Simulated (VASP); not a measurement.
# In3Sb (P4/mmm) in VASP: further runs

Runs on In3Sb. Level: PBEsol+D3(BJ). Tasks: single point.

Everything below comes from runs of VASP 6.6.1. Logs are shortened: lines on timing, memory, paths and dates and some standing lists are left out, and cuts for length are marked.

## Step 1: The cell of the first run

It takes space group P4/mmm (No. 123, tetragonal). Conventional cell: a = 5.357 Å, b = 5.357 Å, c = 3.482 Å, α = 90.00°, β = 90.00°, γ = 90.00°. In (site symmetry 4/mmm) has 10 In at 3.19 to 3.48 Å and 4 Sb at 3.79 Å within 4.2 Å. In (site symmetry mmm) has 10 In at 3.19 to 3.79 Å and 4 Sb at 3.19 Å within 4.2 Å. Within 4.2 Å of Sb (site symmetry 4/mmm) lie 12 In at 3.19 to 3.79 Å and 2 Sb at 3.48 Å.

## Step 2: Single point, PBEsol+D3(BJ)

Input file INCAR:

```
SYSTEM = In3Sb
ALGO = Fast
EDIFF = 1E-7
ENCUT = 520
GGA = PS
ISIF = 2
ISMEAR = 0
IVDW = 12
LASPH = .True.
LCHARG = .False.
LREAL = .False.
LWAVE = .False.
NBANDS = 30
NELM = 60
PREC = Accurate
SIGMA = 0.15
```

Input file KPOINTS:

```
k-points
0
Gamma
  12 12 12
  0 0 0
```

Input file POSCAR:

```
In3Sb
1.0
    5.3567636000      0.0000000000      0.0000000000
    0.0000000000      5.3567636000      0.0000000000
    0.0000000000      0.0000000000      3.4818963400
In Sb
3 1
Direct
    0.5000000000      0.5000000000      0.0000000000
    0.5000000000      0.0000000000      0.5000000000
    0.0000000000      0.5000000000      0.5000000000
    0.0000000000      0.0000000000      0.0000000000
```

Potentials or basis: VASP PAW PBE potentials, release 64 (In_d, Sb).

Run with:

```
$ cat potpaw_PBE.64/In_d/POTCAR potpaw_PBE.64/Sb/POTCAR > POTCAR
$ mpirun -np 1 vasp_std > vasp.out
```

OUTCAR:

```text
SYSTEM = In3Sb
   EDIFF = 1E-7
   ENCUT = 520
   GGA = PS
   ISIF = 2
   ISMEAR = 0
   IVDW = 12
   LASPH = .True.
   LREAL = .False.
   NELM = 60
   PREC = Accurate
 IVDW          = 12

 ion  position               nearest neighbor table
   1  0.500  0.500  0.000-   2 3.19   3 3.19   2 3.19   3 3.19   2 3.19   2 3.19   3 3.19   3 3.19
                             4 3.79   4 3.79   4 3.79   4 3.79
   2  0.500  0.000  0.500-   1 3.19   4 3.19   1 3.19   4 3.19   1 3.19   1 3.19   4 3.19   4 3.19
                             3 3.79   3 3.79   3 3.79   3 3.79
   3  0.000  0.500  0.500-   1 3.19   4 3.19   1 3.19   4 3.19   4 3.19   4 3.19   1 3.19   1 3.19
                             2 3.79   2 3.79   2 3.79   2 3.79
   4  0.000  0.000  0.000-   2 3.19   3 3.19   2 3.19   3 3.19   3 3.19   3 3.19   2 3.19   2 3.19
                             1 3.79   1 3.79   1 3.79   1 3.79

  LATTYP: Found a simple tetragonal cell.
 ALAT       =     5.3567636000
 C/A-ratio  =     0.6500000000

  Lattice vectors:

 A1 = (   5.3567636000,   0.0000000000,   0.0000000000)
 A2 = (   0.0000000000,   5.3567636000,   0.0000000000)
 A3 = (   0.0000000000,   0.0000000000,   3.4818963400)

Analysis of symmetry for initial positions (statically):
=====================================================================
 Subroutine PRICEL returns:
 Original cell was already a primitive cell.

 Routine SETGRP: Setting up the symmetry group for a
 simple tetragonal supercell.

 Subroutine GETGRP returns: Found 16 space group operations
 (whereof 16 operations were pure point group operations)
 out of a pool of 16 trial point group operations.

The static configuration has the point symmetry D_4h.

Analysis of symmetry for dynamics (positions and initial velocities):
=====================================================================
 Subroutine PRICEL returns:
 Original cell was already a primitive cell.

 Routine SETGRP: Setting up the symmetry group for a
 simple tetragonal supercell.

 Subroutine GETGRP returns: Found 16 space group operations
 (whereof 16 operations were pure point group operations)
 out of a pool of 16 trial point group operations.

The dynamic configuration has the point symmetry D_4h.

 Subroutine INISYM returns: Found 16 space group operations
 (whereof 16 operations are pure point group operations),
 and found     1 'primitive' translations

----------------------------------------------------------------------------------------

                                     Primitive cell

  volume of cell :      99.9127

  direct lattice vectors                    reciprocal lattice vectors
     5.356763600  0.000000000  0.000000000     0.186679883  0.000000000  0.000000000
     0.000000000  5.356763600  0.000000000     0.000000000  0.186679883  0.000000000
     0.000000000  0.000000000  3.481896340     0.000000000  0.000000000  0.287199819

  length of vectors
     5.356763600  5.356763600  3.481896340     0.186679883  0.186679883  0.287199819

  position of ions in fractional coordinates (direct lattice)
     0.500000000  0.500000000  0.000000000
     0.500000000  0.000000000  0.500000000
     0.000000000  0.500000000  0.500000000
     0.000000000  0.000000000  0.000000000

  ion indices of the primitive-cell ions
   primitive index   ion index
                 1           1
                 2           2
                 3           3
                 4           4

----------------------------------------------------------------------------------------

 KPOINTS: k-points

Automatic generation of k-mesh.
 Grid dimensions read from file:
 generate k-points for:   12   12   12

 Generating k-lattice:

  Cartesian coordinates                     Fractional coordinates (reciprocal lattice)
     0.015556657  0.000000000  0.000000000     0.083333333  0.000000000  0.000000000
     0.000000000  0.015556657  0.000000000     0.000000000  0.083333333  0.000000000
     0.000000000  0.000000000  0.023933318     0.000000000  0.000000000  0.083333333

  Length of vectors
     0.015556657  0.015556657  0.023933318

  Shift w.r.t. Gamma in fractional coordinates (k-lattice)
     0.000000000  0.000000000  0.000000000

 Subroutine IBZKPT returns following result:
 ===========================================

 Found    196 irreducible k-points:

 Following reciprocal coordinates:
            Coordinates               Weight
  0.000000  0.000000  0.000000      1.000000
  0.083333  0.000000  0.000000      4.000000
  0.166667  0.000000  0.000000      4.000000
  0.250000  0.000000  0.000000      4.000000
  0.333333  0.000000  0.000000      4.000000
  0.416667  0.000000  0.000000      4.000000
[... 16 lines left out ...]
  0.333333  0.333333  0.000000      4.000000
  0.416667  0.333333  0.000000      8.000000
 [... further k-points ...]
   k-points           NKPTS =    196   k-points in BZ     NKDIM =    196   number of bands    NBANDS=     30
   number of dos      NEDOS =    301   number of ions     NIONS =      4
   total plane-waves  NPLWV =  44800
   dimension x,y,z NGX =    40 NGY =   40 NGZ =   28
   dimension x,y,z NGXF=    80 NGYF=   80 NGZF=   56
   ions per type =               3   1
   NGX,Y,Z   is equivalent  to a cutoff of  12.41, 12.41, 13.37 a.u.
   NGXF,Y,Z  is equivalent  to a cutoff of  24.83, 24.83, 26.74 a.u.
 SYSTEM =  In3Sb
   PREC   = accura    normal or accurate (medium, high low for compatibility)
   ISTART =      0    job   : 0-new  1-cont  2-samecut
   ICHARG =      2    charge: 1-file 2-atom 10-const
   ISPIN  =      1    spin polarized calculation?
   LNONCOLLINEAR =      F non collinear calculations
   LSORBIT =      F    spin-orbit coupling
   LASPH  =      T    aspherical Exc in radial PAW
   ENCUT  =  520.0 eV  38.22 Ry    6.18 a.u.   9.96  9.96  6.47*2*pi/ulx,y,z
   NELM   =     60;   NELMIN=  2; NELMDL= -5     # of ELM steps
   EDIFF  = 0.1E-06   stopping-criterion for ELM
   LREAL  =      F    real-space projection
   EDIFFG = 0.1E-05   stopping-criterion for IOM
   NSW    =      0    number of steps for IOM
   IBRION =     -1    ionic relax: 0-MD 1-quasi-New 2-CG
   NFREE  =      0    steps in history (QN), initial steepest desc. (CG)
   ISIF   =      2    stress and relaxation
   ISYM   =      2    0-nonsym 1-usesym 2-fastsym
   POTIM  = 0.5000    time-step for ionic-motion
   TEBEG  =    0.0;   TEEND  =   0.0 temperature during run
   PSTRESS=    0.0 pullay stress
   NELECT =      44.0000    total number of electrons
   NUPDOWN=      -1.0000    fix difference up-down
   EMIN   =  10.00;   EMAX   =-10.00  energy-range for DOS
   EFERMI =   0.00;   METHOD = LEGACY
   ISMEAR =     0;   SIGMA  =   0.15  broadening in eV -4-tet -1-fermi 0-gaus
   EFERMI_NEDOS =   21; number of points for ismear=-14 and -15
   IALGO  =     68    algorithm
   IMIX   =      4    mixing-type and parameters
     AMIX     =   0.40;   BMIX     =  1.00
     AMIX_MAG =   1.60;   BMIX_MAG =  1.00
  volume/ion in A,a.u.               =      24.98       168.56
  Fermi-wavevector in a.u.,A,eV,Ry     =   1.245524  2.353699 21.107129  1.551330
  Thomas-Fermi vector in A             =   2.379742
   LORBIT       =      0    0 simple, 1 ext, 2 COOP (PROOUT), +10 PAW based schemes
   GGA     = PS    functional components
   LHFCALC =     F    Hartree Fock is set to
   AEXX    =    0.0000 exact exchange contribution
   IVDW    =    12    specifies the selected vdW correction
   LEPSILON=     F    determine dielectric tensor
   LRPA    =     F    only Hartree local field effects (RPA)
 non-spin polarized calculation
 RMM-DIIS sequential band-by-band and
 Gauss-broadening in eV      SIGMA  =   0.15
  energy-cutoff  :      520.00
  volume of cell :       99.91
 maximum number of plane-waves:      2718
 NGX is ok and might be reduce to    40

 number of electron      44.0000013 magnetization

 Free energy of the ion-electron system (eV)
  ---------------------------------------------------
  ext. energy  EPLUGINS =         0.00000000
  ---------------------------------------------------
  free energy    TOTEN  =       -13.33367591 eV

  energy without entropy =      -13.31217170  energy(sigma->0) =      -13.32292380

 E-fermi :   8.2117     XC(G=0): -10.6352

 val. band max:        8.1953249145   @ k =   0.3333   0.3333   0.2500
 cond. band min:       8.2238268367   @ k =   0.3333   0.0833   0.1667
 fundamental gap:      0.0285019222
 Fermi energy:         8.2117334101

 k-point     1 :       0.0000    0.0000    0.0000
  band No.  band energies     occupation
      1      -6.5309      2.00000
      2      -6.4669      2.00000
      3      -6.4405      2.00000
      4      -6.4405      2.00000
      5      -6.4379      2.00000
      6      -6.3794      2.00000
[... 22 lines left out ...]
     29      15.7213      0.00000
     30      15.7213      0.00000

 k-point     2 :       0.0833    0.0000    0.0000
  band No.  band energies     occupation
      1      -6.5269      2.00000
      2      -6.4638      2.00000
      3      -6.4402      2.00000
      4      -6.4338      2.00000
      5      -6.4327      2.00000
      6      -6.3762      2.00000
[... 22 lines left out ...]
     29      15.5281      0.00000
     30      15.7501      0.00000

 k-point     3 :       0.1667    0.0000    0.0000
  band No.  band energies     occupation
      1      -6.5153      2.00000
      2      -6.4554      2.00000
      3      -6.4392      2.00000
      4      -6.4217      2.00000
      5      -6.4096      2.00000
      6      -6.3668      2.00000
[... 22 lines left out ...]
     29      15.0247      0.00000
     30      15.8345      0.00000

 k-point     4 :       0.2500    0.0000    0.0000
  band No.  band energies     occupation
      1      -6.4983      2.00000
      2      -6.4441      2.00000
      3      -6.4379      2.00000
      4      -6.4028      2.00000
      5      -6.3727      2.00000
      6      -6.3523      2.00000
[... 616 lines left out ...]
     29      14.4758      0.00000
     30      14.7533      0.00000

 k-point    23 :       0.3333    0.3333    0.0000
  band No.  band energies     occupation
      1      -6.4266      2.00000
      2      -6.3792      2.00000
      3      -6.3310      2.00000
      4      -6.3270      2.00000
      5      -6.3131      2.00000
      6      -6.3112      2.00000
[... 22 lines left out ...]
     29      14.0163      0.00000
     30      15.2366      0.00000

 k-point    24 :       0.4167    0.3333    0.0000
  band No.  band energies     occupation
      1      -6.4078      2.00000
      2      -6.3648      2.00000
      3      -6.3313      2.00000
      4      -6.3191      2.00000
      5      -6.3003      2.00000
      6      -6.2876      2.00000
[... 22 lines left out ...]
     29      13.9988      0.00000
     30      14.5144      0.00000

 [... further k-points ...]

------------------------ aborting loop because EDIFF is reached ----------------------------------------

 Edisp (eV)   -1.66496

 E8    (eV) :    -1.1882

  FORCE on cell =-STRESS in cart. coord.  units (eV):
  Direction    XX          YY          ZZ          XY          YZ          ZX
  --------------------------------------------------------------------------------------
  -------------------------------------------------------------------------------------
  Total      -0.19103    -0.19103    -0.71891     0.00000     0.00000     0.00000
  in kB      -3.06334    -3.06334   -11.52829     0.00000     0.00000     0.00000
  external pressure =       -5.88 kB  Pullay stress =        0.00 kB

 VOLUME and BASIS-vectors are now :
 -----------------------------------------------------------------------------
  energy-cutoff  :      520.00
  volume of cell :       99.91
      direct lattice vectors                 reciprocal lattice vectors
     5.356763600  0.000000000  0.000000000     0.186679883  0.000000000  0.000000000
     0.000000000  5.356763600  0.000000000     0.000000000  0.186679883  0.000000000
     0.000000000  0.000000000  3.481896340     0.000000000  0.000000000  0.287199819

 POSITION                                       TOTAL-FORCE (eV/Angst)
 -----------------------------------------------------------------------------------
      2.67838      2.67838      0.00000         0.000000      0.000000      0.000000
      2.67838      0.00000      1.74095         0.000000      0.000000      0.000000
      0.00000      2.67838      1.74095         0.000000      0.000000      0.000000
      0.00000      0.00000      0.00000         0.000000      0.000000      0.000000
 -----------------------------------------------------------------------------------
    total drift:                               -0.000000      0.000000     -0.000000

  FREE ENERGIE OF THE ION-ELECTRON SYSTEM (eV)
  ---------------------------------------------------
  free  energy   TOTEN  =       -14.9986332767 eV

  energy  without entropy=      -14.9771290697  energy(sigma->0) =      -14.98788117
```

It took 14 min on 1 thread of Intel Xeon 6975P-C (Granite Rapids), shared host; peak memory 0.58 GiB.

What came out:

* Free energy: -14.9986 eV
* Pressure: -0.6 GPa
* Band gap on the k mesh: zero (band 22 reaches 10.47 eV, above the bottom of band 23 at 4.92 eV)
* Dispersion energy per atom: -0.416 eV

Levels at points of the mesh, in eV from the Fermi level:
```csv
k point,band 20,band 21,band 22,band 23,band 24,band 25
"(0.00, 0.00, 0.00)",-4.44,-0.16,-0.16,-0.10,0.99,4.25
"(0.50, 0.00, 0.00)",-3.49,-2.18,1.66,1.70,2.35,3.99
"(0.50, 0.50, 0.00)",1.75,1.75,2.26,2.81,3.26,4.00
"(0.00, 0.00, 0.50)",-1.65,-1.35,-1.35,-0.56,-0.18,-0.18
"(0.50, 0.00, 0.50)",-1.33,-1.01,-0.83,-0.77,0.08,0.92
"(0.50, 0.50, 0.50)",-3.92,-3.92,-3.73,-3.29,3.37,3.37
```

Caveat: the PAW data sets were made with another functional, which shifts forces and pressure a little; spin-orbit coupling is left out, which moves the levels of the heavy elements; pairwise dispersion overbinds metals, which lowers pressure and volume.

## Step 3: Single point, PBEsol+D3(BJ)

This run uses another cell than the first one, of the same volume but with other edges.

Input file INCAR:

```
  ALGO = Fast
  EDIFF = 1E-6
  ENCUT = 520
  GGA = PS
  ISIF = 2
  ISMEAR = 0
  IVDW = 12
  LASPH = True
  LCHARG = False
  LREAL = False
  LWAVE = False
  NBANDS = 30
  NELM = 80
  PREC = Accurate
  SIGMA = 0.15
```

Input file KPOINTS:

```
k-points
0
Gamma
  12 12 12
```

Input file POSCAR:

```
In3Sb
1.0
    4.0536213632      0.0000000000      0.0000000000
    0.0000000000      4.0536213632      0.0000000000
    0.0000000000      0.0000000000      6.0804320448
In Sb
3 1
Direct
    0.5000000000      0.5000000000      0.0000000000
    0.5000000000      0.0000000000      0.5000000000
    0.0000000000      0.5000000000      0.5000000000
    0.0000000000      0.0000000000      0.0000000000
```

Potentials or basis: VASP PAW PBE potentials, release 64 (In_d, Sb).

Run with:

```
$ cat potpaw_PBE.64/In_d/POTCAR potpaw_PBE.64/Sb/POTCAR > POTCAR
$ mpirun -np 1 vasp_std > vasp.out
```

Run time: 9.9 min. Hardware: 1 thread of Intel Xeon 6975P-C (Granite Rapids), shared host; peak memory 0.57 GiB.

Results (log left out):

- Free energy: -14.5544 eV
- Pressure: 3.3 GPa
- Band gap on the k mesh: zero (band 22 reaches 9.72 eV, above the bottom of band 23 at 4.69 eV)
- Dispersion energy per atom: -0.416 eV

Stress tensor (GPa, compression positive):
```
 7.09  0.00  0.00
 0.00  7.09  0.00
 0.00  0.00 -4.16
```

Levels at points of the mesh, in eV from the Fermi level:
```csv
k point,band 18,band 19,band 20,band 21,band 22,band 23,band 24,band 25,band 26,band 27
"(0.00, 0.00, 0.00)",-4.80,-2.05,-2.05,-1.50,0.73,1.11,1.11,2.90,4.60,5.31
"(0.50, 0.00, 0.00)",-5.52,-4.65,-2.58,-1.61,0.20,1.92,2.26,2.68,4.25,4.88
"(0.50, 0.50, 0.00)",-5.46,-5.17,-2.53,-2.45,-2.45,-1.70,-1.10,0.76,0.76,1.01
"(0.00, 0.00, 0.50)",-1.87,-1.67,-1.67,-0.99,0.20,0.26,0.26,1.05,2.74,2.84
"(0.50, 0.00, 0.50)",-6.57,-6.47,0.31,0.44,1.31,2.40,2.54,2.62,3.14,3.31
"(0.50, 0.50, 0.50)",-4.85,-4.47,-4.00,-4.00,-3.94,-3.52,1.44,3.41,3.41,3.79
```

Caveat: the PAW data sets were made with another functional, which shifts forces and pressure a little; spin-orbit coupling is left out, which moves the levels of the heavy elements; pairwise dispersion overbinds metals, which lowers pressure and volume.
